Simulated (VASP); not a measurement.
# SiHgRh (P-6m2) in VASP: notebook

SiHgRh is run at these levels: PBE; tasks: single point, relaxation of cell and atoms.

All numbers are computed with VASP 6.6.1; they aren't measurements. Logs are shortened: lines on timing, memory, paths and dates and some standing lists are left out, and cuts for length are marked.

### 1 The cell of the first run

It takes space group P-6m2 (No. 187, hexagonal). Conventional cell: a = 4.446 Å, b = 4.446 Å, c = 2.890 Å, α = 90.00°, β = 90.00°, γ = 120.00°. Within 3.4 Å of Si (site symmetry -6m2) lie 3 Hg at 2.57 Å and 2 Si at 2.89 Å and 6 Rh at 2.95 Å. Hg (site symmetry -6m2) has 3 Si at 2.57 Å and 2 Hg at 2.89 Å and 6 Rh at 2.95 Å within 3.4 Å. Rh (site symmetry -6m2) has 2 Rh at 2.89 Å and 6 Si at 2.95 Å and 6 Hg at 2.95 Å within 3.8 Å.

The cell was generated, and may not be a known phase.

### 2 Single point, PBE

The input, INCAR:

```
SYSTEM = SiHgRh
  PREC = Accurate
  ENCUT = 520
  EDIFF = 1E-6
  ISMEAR = 0
  SIGMA = 0.1
  LREAL = .False.
  LASPH = .True.
  NELM = 60
  ALGO = Normal
  ISIF = 2
  LWAVE = .False.
  LCHARG = .False.
  GGA = PE
  NBANDS = 22
```

The input, KPOINTS:

```
Automatic mesh
0
Gamma
  6 6 6
  0 0 0
```

The input, POSCAR:

```
SiHgRh
1.0
    4.4461385386      0.0000000000      0.0000000000
   -2.2230692693      3.8504689232      0.0000000000
    0.0000000000      0.0000000000      2.8903145004
Si Hg Rh
1 1 1
Direct
    0.3333333333      0.6666666667      0.5000000000
    0.0000000000      0.0000000000      0.5000000000
    0.6666666667      0.3333333333      0.0000000000
```

Potentials or basis: VASP PAW PBE potentials, release 64 (Si, Hg, Rh_pv).

Launch:

```bash
> cat potpaw_PBE.64/Si/POTCAR potpaw_PBE.64/Hg/POTCAR potpaw_PBE.64/Rh_pv/POTCAR > POTCAR
> mpirun -np 1 vasp_std > vasp.out
```

OUTCAR:

```text
SYSTEM = SiHgRh
   PREC = Accurate
   ENCUT = 520
   EDIFF = 1E-6
   ISMEAR = 0
   LREAL = .False.
   LASPH = .True.
   NELM = 60
   ISIF = 2
   GGA = PE

 ion  position               nearest neighbor table
   1  0.333  0.667  0.500-   2 2.57   2 2.57   2 2.57   3 2.95   3 2.95   3 2.95   3 2.95   3 2.95
                             3 2.95
   2  0.000  0.000  0.500-   1 2.57   1 2.57   1 2.57   3 2.95   3 2.95   3 2.95   3 2.95   3 2.95
                             3 2.95
   3  0.667  0.333  0.000-   1 2.95   1 2.95   2 2.95   2 2.95   1 2.95   1 2.95   2 2.95   2 2.95
                             2 2.95   2 2.95   1 2.95   1 2.95

  LATTYP: Found a hexagonal cell.
 ALAT       =     4.4461385386
 C/A-ratio  =     0.6500729735

  Lattice vectors:

 A1 = (   4.4461385386,   0.0000000000,   0.0000000000)
 A2 = (  -2.2230692693,   3.8504689232,   0.0000000000)
 A3 = (   0.0000000000,   0.0000000000,   2.8903145004)

Analysis of symmetry for initial positions (statically):
=====================================================================
 Subroutine PRICEL returns:
 Original cell was already a primitive cell.

 Routine SETGRP: Setting up the symmetry group for a
 hexagonal supercell.

 Subroutine GETGRP returns: Found 12 space group operations
 (whereof 12 operations were pure point group operations)
 out of a pool of 24 trial point group operations.

The static configuration has the point symmetry D_3h.

Analysis of symmetry for dynamics (positions and initial velocities):
=====================================================================
 Subroutine PRICEL returns:
 Original cell was already a primitive cell.

 Routine SETGRP: Setting up the symmetry group for a
 hexagonal supercell.

 Subroutine GETGRP returns: Found 12 space group operations
 (whereof 12 operations were pure point group operations)
 out of a pool of 24 trial point group operations.

The dynamic configuration has the point symmetry D_3h.

 Subroutine INISYM returns: Found 12 space group operations
 (whereof 12 operations are pure point group operations),
 and found     1 'primitive' translations

----------------------------------------------------------------------------------------

                                     Primitive cell

  volume of cell :      49.4814
[... 86 lines left out ...]
   LNONCOLLINEAR =      F non collinear calculations
   LSORBIT =      F    spin-orbit coupling
   LASPH  =      T    aspherical Exc in radial PAW
   ENCUT  =  520.0 eV  38.22 Ry    6.18 a.u.   8.27  8.27  5.37*2*pi/ulx,y,z
   NELM   =     60;   NELMIN=  2; NELMDL= -5     # of ELM steps
   EDIFF  = 0.1E-05   stopping-criterion for ELM
   LREAL  =      F    real-space projection
   EDIFFG = 0.1E-04   stopping-criterion for IOM
   NSW    =      0    number of steps for IOM
   IBRION =     -1    ionic relax: 0-MD 1-quasi-New 2-CG
   NFREE  =      0    steps in history (QN), initial steepest desc. (CG)
   ISIF   =      2    stress and relaxation
   ISYM   =      2    0-nonsym 1-usesym 2-fastsym
   POTIM  = 0.5000    time-step for ionic-motion
   TEBEG  =    0.0;   TEEND  =   0.0 temperature during run
   PSTRESS=    0.0 pullay stress
   NELECT =      31.0000    total number of electrons
   NUPDOWN=      -1.0000    fix difference up-down
   EMIN   =  10.00;   EMAX   =-10.00  energy-range for DOS
   EFERMI =   0.00;   METHOD = LEGACY
   ISMEAR =     0;   SIGMA  =   0.10  broadening in eV -4-tet -1-fermi 0-gaus
   EFERMI_NEDOS =   21; number of points for ismear=-14 and -15
   IALGO  =     38    algorithm
   IMIX   =      4    mixing-type and parameters
     AMIX     =   0.40;   BMIX     =  1.00
     AMIX_MAG =   1.60;   BMIX_MAG =  1.00
  volume/ion in A,a.u.               =      16.49       111.31
  Fermi-wavevector in a.u.,A,eV,Ry     =   1.400817  2.647161 26.698563  1.962289
  Thomas-Fermi vector in A             =   2.523740
   LORBIT       =      0    0 simple, 1 ext, 2 COOP (PROOUT), +10 PAW based schemes
   GGA     = PE    functional components
   LHFCALC =     F    Hartree Fock is set to
   AEXX    =    0.0000 exact exchange contribution
   IVDW    =     0    specifies the selected vdW correction
   LEPSILON=     F    determine dielectric tensor
   LRPA    =     F    only Hartree local field effects (RPA)
 non-spin polarized calculation
 Gauss-broadening in eV      SIGMA  =   0.10
  energy-cutoff  :      520.00
  volume of cell :       49.48
 maximum number of plane-waves:      1352
 NGX is ok and might be reduce to    36
   NGX = 17   NGY = 17   NGZ = 11

 number of electron      30.9999997 magnetization

 Free energy of the ion-electron system (eV)
  ---------------------------------------------------
  ext. energy  EPLUGINS =         0.00000000
  ---------------------------------------------------
  free energy    TOTEN  =       -11.79741191 eV

  energy without entropy =      -11.77962676  energy(sigma->0) =      -11.78851934

 E-fermi :   7.9356     XC(G=0): -12.1374

 val. band max:        7.9180068255   @ k =   0.1667   0.1667   0.5000
 cond. band min:       7.9774684143   @ k =   0.0000   0.0000   0.3333
 fundamental gap:      0.0594615888
 Fermi energy:         7.9355740675

 k-point     1 :       0.0000    0.0000    0.0000
  band No.  band energies     occupation
      1     -37.8057      2.00000
      2     -37.8057      2.00000
      3     -37.7508      2.00000
      4      -3.8227      2.00000
      5      -1.1950      2.00000
      6      -0.6923      2.00000
[... 589 lines left out ...]
     21      13.7807      0.00000
     22      15.6439      0.00000

 [... further k-points ...]

------------------------ aborting loop because EDIFF is reached ----------------------------------------

  FORCE on cell =-STRESS in cart. coord.  units (eV):
  Direction    XX          YY          ZZ          XY          YZ          ZX
  --------------------------------------------------------------------------------------
  -------------------------------------------------------------------------------------
  Total        0.3291635      0.3291635      0.2118957      0.0000000     -0.0000000     -0.0000000
  in kB       10.6581175     10.6581175      6.8610560      0.0000000     -0.0000000     -0.0000000
  external PRESSURE =       9.3924303 kB  Pullay stress =       0.0000000 kB

 VOLUME and BASIS-vectors are now :
 -----------------------------------------------------------------------------
  energy-cutoff  :      520.00
  volume of cell :       49.48
      direct lattice vectors                 reciprocal lattice vectors
     4.446138539  0.000000000  0.000000000     0.224914269  0.129854314  0.000000000
    -2.223069269  3.850468923  0.000000000     0.000000000  0.259708628  0.000000000
     0.000000000  0.000000000  2.890314500     0.000000000  0.000000000  0.345983110

 POSITION                                       TOTAL-FORCE (eV/Angst)
 -----------------------------------------------------------------------------------
     -0.00000      2.56698      1.44516         0.000000      0.000000      0.000000
      0.00000      0.00000      1.44516        -0.000000      0.000000      0.000000
      2.22307      1.28349      0.00000        -0.000000     -0.000000      0.000000
 -----------------------------------------------------------------------------------
    total drift:                               -0.000000      0.000000      0.000000

  FREE ENERGIE OF THE ION-ELECTRON SYSTEM (eV)
  ---------------------------------------------------
  free  energy   TOTEN  =       -11.7974119139 eV

  energy  without entropy=      -11.7796267631  energy(sigma->0) =      -11.78851934
```

stdout:

```text
POSCAR found type information on POSCAR SiHgRh
 POSCAR found :  3 types and       3 ions
 scaLAPACK will be used
 LDA part: xc-table for (Slater+PW92), standard interpolation
 POSCAR, INCAR and KPOINTS ok, starting setup
 FFT: planning ... GRIDC
 FFT: planning ... GRID_SOFT
 FFT: planning ... GRID
 WAVECAR not read
 entering main loop
```

Wall time 51 s (1 thread of Intel Xeon 8259CL, shared host); peak memory 0.2 GiB.

What came out:

```yaml
Free_energy: -11.7974 eV
Pressure: 0.9 GPa
Band_gap_on_the_k_mesh: zero (an odd number of electrons rules out a gap without spin polarisation)
```

Caveat: the k points lie up to 0.36 Å⁻¹ apart, too coarse for converged energies and pressures of a metal; spin-orbit coupling is left out, which moves the levels of the heavy elements.

### 3 Relaxation of cell and atoms, PBE

This run uses another cell than the first one, of 16.80 Å³/atom.

The input, INCAR:

```
SYSTEM = SiHgRh
ALGO     = Normal         ! electronic algorithm
EDIFF    = 1E-6           ! SCF threshold, eV
EDIFFG   = -0.04          ! ionic threshold
ENCUT    = 600            ! plane-wave cutoff, eV
GGA      = PE             ! functional
IBRION   = 2              ! ionic algorithm
ISIF     = 3              ! what is computed and relaxed
ISMEAR   = 0              ! smearing method
LASPH    = .True.         ! aspherical terms in the spheres
LCHARG   = .False.        ! write CHGCAR
LREAL    = .False.        ! projectors in reciprocal space
LWAVE    = .False.        ! write WAVECAR
NELM     = 60             ! most SCF steps
NSW      = 90             ! ionic steps
PREC     = Accurate       ! precision mode
SIGMA    = 0.1            ! smearing width, eV
```

The input, KPOINTS:

```
k-points
0
Gamma
  6 6 4
  0 0 0
```

The input, POSCAR:

```
SiHgRh
1.0
    3.9009446300      0.0000000000      0.0000000000
   -1.9504723200      3.3783171500      0.0000000000
    0.0000000000      0.0000000000      3.8246185700
Si Hg Rh
1 1 1
Direct
    0.3333333300      0.6666666700      0.5000000000
    0.0000000000      0.0000000000      0.5000000000
    0.6666666700      0.3333333300      0.0000000000
```

Potentials or basis: VASP PAW PBE potentials, release 64 (Si, Hg, Rh_pv).

Launch:

```bash
> cat potpaw_PBE.64/Si/POTCAR potpaw_PBE.64/Hg/POTCAR potpaw_PBE.64/Rh_pv/POTCAR > POTCAR
> mpirun -np 1 vasp_std > vasp.out
```

Run time: 5.4 min. Hardware: 1 thread of Intel Xeon 8259CL, shared host; peak memory 0.22 GiB.

Results (log left out):

| Item | Value |
| --- | --- |
| Free energy | -11.7835 eV |
| Relaxed volume | 16.58 Å³/atom |
| Relaxed cell | a = 4.473 Å, b = 4.473 Å, c = 2.870 Å, α = 90.00°, β = 90.00°, γ = 120.00° |
| Space group after relaxing (to 0.1 Å) | P-6m2 (No. 187) |
| Energy gained by relaxing | 561.9 meV/atom |
| Ionic steps | 13 |
| Pressure after relaxing | 0.1 GPa |
| Band gap on the k mesh | zero (an odd number of electrons rules out a gap without spin polarisation) |

Stress tensor (GPa, compression positive):
```
0.13 0.00 0.00
0.00 0.13 0.00
0.00 0.00 0.01
```

Step by step:
```csv
step,energy change (eV),largest force (eV/Å),pressure (GPa),volume (Å³)
1,0.0000,0.0000,16.55,50.40
2,-0.7193,0.0000,-13.09,63.18
3,-0.8889,0.0000,-7.95,58.25
4,-1.3739,0.0000,-4.17,53.32
5,-1.5989,0.0000,2.23,49.41
6,-0.3922,0.0000,42.48,41.26
7,-1.6141,0.0000,3.42,48.85
8,-1.6179,0.0000,7.39,47.27
9,-1.6249,0.0000,5.50,47.95
10,-1.6430,0.0000,-0.04,49.67
11,-1.6797,0.0000,1.94,48.94
12,-1.6842,0.0000,-0.85,50.14
13,-1.6856,0.0000,0.09,49.74
```

Final structure:
```cif
data_structure
_symmetry_space_group_name_H-M 'P 1'
_symmetry_Int_Tables_number 1
_cell_length_a 4.4732
_cell_length_b 4.4732
_cell_length_c 2.8702
_cell_angle_alpha 90.000
_cell_angle_beta 90.000
_cell_angle_gamma 120.000
_cell_volume 49.74
loop_
_atom_site_label
_atom_site_type_symbol
_atom_site_fract_x
_atom_site_fract_y
_atom_site_fract_z
_atom_site_occupancy
Si1 Si 0.33333 0.66667 0.50000 1
Hg1 Hg 0.00000 0.00000 0.50000 1
Rh1 Rh 0.66667 0.33333 0.00000 1
```

Levels at points of the mesh, in eV from the Fermi level:
| k point | band 13 | band 14 | band 15 | band 16 | band 17 | band 18 | band 19 |
| --- | --- | --- | --- | --- | --- | --- | --- |
| (0.00, 0.00, 0.00) | -1.49 | -0.56 | -0.56 | 1.95 | 1.95 | 2.43 | 2.43 |
| (0.50, 0.00, 0.00) | -1.85 | -1.72 | -0.78 | -0.52 | 1.29 | 6.89 | 7.96 |
| (0.00, 0.00, 0.50) | -1.31 | -1.31 | 0.80 | 1.49 | 1.49 | 2.79 | 2.89 |
| (0.50, 0.00, 0.50) | -2.49 | -1.28 | -0.67 | -0.10 | 2.06 | 2.66 | 3.18 |

Caveat: the k points lie up to 0.55 Å⁻¹ apart in the final cell, too coarse for converged energies and pressures of a metal; a cell axis changed by over 15 % at a fixed basis, so the end point is rough; spin-orbit coupling is left out, which moves the levels of the heavy elements.

### 4 Relaxation of cell and atoms, PBE

The input, INCAR:

```
ALGO     = Normal         # electronic algorithm
EDIFF    = 1E-6           # SCF threshold, eV
EDIFFG   = -0.04          # ionic threshold
ENCUT    = 600            # plane-wave cutoff, eV
GGA      = PE             # functional
IBRION   = 2              # ionic algorithm
ISIF     = 3              # what is computed and relaxed
ISMEAR   = 0              # smearing method
LASPH    = T              # aspherical terms in the spheres
LCHARG   = F              # write CHGCAR
LREAL    = F              # projectors in reciprocal space
LWAVE    = F              # write WAVECAR
NELM     = 60             # most SCF steps
NSW      = 90             # ionic steps
PREC     = Accurate       # precision mode
SIGMA    = 0.1            # smearing width, eV
```

The input, KPOINTS:

```
k-points
0
Gamma
  6 6 6
```

The input, POSCAR:

```
SiHgRh
1.0
    4.4631429917      0.0000000000      0.0000000000
   -2.2315714959      3.8651952116      0.0000000000
    0.0000000000      0.0000000000      2.8652354876
Si Hg Rh
1 1 1
Direct
    0.3333333333      0.6666666667      0.5000000000
    0.0000000000      0.0000000000      0.5000000000
    0.6666666667      0.3333333333      0.0000000000
```

Launch:

```bash
> cat potpaw_PBE.64/Si/POTCAR potpaw_PBE.64/Hg/POTCAR potpaw_PBE.64/Rh_pv/POTCAR > POTCAR
> mpirun -np 1 vasp_std > vasp.out
```

It took 2 min on 1 thread of Intel Xeon 8259CL, shared host; peak memory 0.21 GiB.

The run converged. Its results:

```
Free energy                           : -11.7986 eV
Relaxed volume                        : 16.63 Å³/atom
Relaxed cell                          : a = 4.466 Å, b = 4.466 Å, c = 2.889 Å, α = 90.00°, β = 90.00°, γ = 120.00°
Space group after relaxing (to 0.1 Å) : P-6m2 (No. 187)
Energy gained by relaxing             : 0.8 meV/atom
Ionic steps                           : 4
Pressure after relaxing               : -0.1 GPa
Band gap on the k mesh                : zero (an odd number of electrons rules out a gap without spin polarisation)
```

Stress tensor (GPa, compression positive):
```
-0.17  0.00  0.00
 0.00 -0.17  0.00
 0.00  0.00  0.11
```

Step by step:
| step | energy change (eV) | largest force (eV/Å) | pressure (GPa) | volume (Å³) |
| --- | --- | --- | --- | --- |
| 1 | 0.0000 | 0.0000 | 0.97 | 49.43 |
| 2 | -0.0015 | 0.0000 | -0.66 | 50.14 |
| 3 | -0.0019 | 0.0000 | -0.17 | 49.92 |
| 4 | -0.0023 | 0.0000 | -0.08 | 49.89 |

Final structure:
```
Si Hg Rh
1.0
     4.46559    0.00000    0.00000
    -2.23280    3.86732    0.00000
     0.00000    0.00000    2.88861
Si Hg Rh
1 1 1
Cartesian
  0.0000 2.5782 1.4443
  0.0000 0.0000 1.4443
  2.2328 1.2891 0.0000
```

Levels at points of the mesh, in eV from the Fermi level:
| k point | band 12 | band 13 | band 14 | band 15 | band 16 | band 17 | band 18 | band 19 |
| --- | --- | --- | --- | --- | --- | --- | --- | --- |
| (0.00, 0.00, 0.00) | -3.34 | -1.45 | -0.68 | -0.68 | 1.95 | 1.95 | 2.38 | 2.38 |
| (0.50, 0.00, 0.00) | -3.16 | -1.89 | -1.79 | -0.90 | -0.63 | 1.27 | 6.46 | 6.93 |
| (0.00, 0.00, 0.50) | -2.49 | -1.40 | -1.40 | 0.73 | 1.45 | 1.45 | 2.72 | 2.87 |
| (0.50, 0.00, 0.50) | -3.49 | -2.55 | -1.37 | -0.75 | -0.16 | 1.98 | 2.61 | 3.11 |

Caveat: the k points lie up to 0.36 Å⁻¹ apart in the final cell, too coarse for converged energies and pressures of a metal; spin-orbit coupling is left out, which moves the levels of the heavy elements.

### 5 Single point, PBE

The input, INCAR:

```
PREC = Accurate
ENCUT = 520
EDIFF = 1E-6
ISMEAR = 0
SIGMA = 0.1
LREAL = False
LASPH = True
NELM = 60
ALGO = Fast
ISIF = 2
LWAVE = False
LCHARG = True
GGA = PE
LELF = True
LVHAR = True
NBANDS = 22
```

The input, KPOINTS:

```
Automatic mesh
0
Gamma
  12 12 16
```

The input, POSCAR:

```
SiHgRh
1.0
    4.4633483494      0.0000000000      0.0000000000
   -2.2316741747      3.8653730565      0.0000000000
    0.0000000000      0.0000000000      2.8662991714
Si Hg Rh
1 1 1
Direct
    0.3333333333      0.6666666667      0.5000000000
    0.0000000000      0.0000000000      0.5000000000
    0.6666666667      0.3333333333      0.0000000000
```

Potentials or basis: VASP PAW PBE potentials, release 64 (Si, Hg, Rh_pv).

Launch:

```bash
> cat potpaw_PBE.64/Si/POTCAR potpaw_PBE.64/Hg/POTCAR potpaw_PBE.64/Rh_pv/POTCAR > POTCAR
> mpirun -np 1 vasp_std > vasp.out
```

OUTCAR:

```text
PREC = Accurate
   ENCUT = 520
   EDIFF = 1E-6
   ISMEAR = 0
   LREAL = False
   LASPH = True
   NELM = 60
   ISIF = 2
   GGA = PE

 ion  position               nearest neighbor table
   1  0.333  0.667  0.500-   2 2.58   2 2.58   2 2.58   3 2.95   3 2.95   3 2.95   3 2.95   3 2.95
                             3 2.95
   2  0.000  0.000  0.500-   1 2.58   1 2.58   1 2.58   3 2.95   3 2.95   3 2.95   3 2.95   3 2.95
                             3 2.95
   3  0.667  0.333  0.000-   1 2.95   1 2.95   2 2.95   2 2.95   1 2.95   1 2.95   2 2.95   2 2.95
                             2 2.95   2 2.95   1 2.95   1 2.95
[... 801 lines left out ...]
  Direction    XX          YY          ZZ          XY          YZ          ZX
  --------------------------------------------------------------------------------------
  -------------------------------------------------------------------------------------
  Total        0.2289293      0.2289293      0.1931333      0.0000000     -0.0000000     -0.0000000
  in kB        7.4171711      7.4171711      6.2574006      0.0000000     -0.0000000     -0.0000000
  external PRESSURE =       7.0305809 kB  Pullay stress =       0.0000000 kB

 VOLUME and BASIS-vectors are now :
 -----------------------------------------------------------------------------
  energy-cutoff  :      520.00
  volume of cell :       49.45
      direct lattice vectors                 reciprocal lattice vectors
     4.463348349  0.000000000  0.000000000     0.224047043  0.129353621  0.000000000
    -2.231674175  3.865373057  0.000000000     0.000000000  0.258707241  0.000000000
     0.000000000  0.000000000  2.866299171     0.000000000  0.000000000  0.348881935

 POSITION                                       TOTAL-FORCE (eV/Angst)
 -----------------------------------------------------------------------------------
     -0.00000      2.57692      1.43315        -0.000000      0.000000      0.000000
      0.00000      0.00000      1.43315        -0.000000      0.000000      0.000000
      2.23167      1.28846      0.00000         0.000000      0.000000      0.000000
 -----------------------------------------------------------------------------------
    total drift:                               -0.000000      0.000000      0.000000

  FREE ENERGIE OF THE ION-ELECTRON SYSTEM (eV)
  ---------------------------------------------------
  free  energy   TOTEN  =       -11.8230040354 eV

  energy  without entropy=      -11.8146176004  energy(sigma->0) =      -11.81881082
```

stdout:

```text
POSCAR found type information on POSCAR SiHgRh
 POSCAR found :  3 types and       3 ions
 scaLAPACK will be used
 LDA part: xc-table for (Slater+PW92), standard interpolation
 POSCAR, INCAR and KPOINTS ok, starting setup
 FFT: planning ... GRIDC
 FFT: planning ... GRID_SOFT
 FFT: planning ... GRID
 WAVECAR not read
 entering main loop
```

Run time: 4.4 min. Hardware: 1 thread of Intel Xeon 8259CL, shared host; peak memory 0.33 GiB.

Results:

```yaml
Free_energy: -11.8230 eV
Pressure: 0.7 GPa
Band_gap_on_the_k_mesh: zero (an odd number of electrons rules out a gap without spin polarisation)
```

Caveat: spin-orbit coupling is left out, which moves the levels of the heavy elements.

(Part 1 of 2 ends here.)

The gap in the log of VASP goes by the Fermi energy; the results here count the filled bands.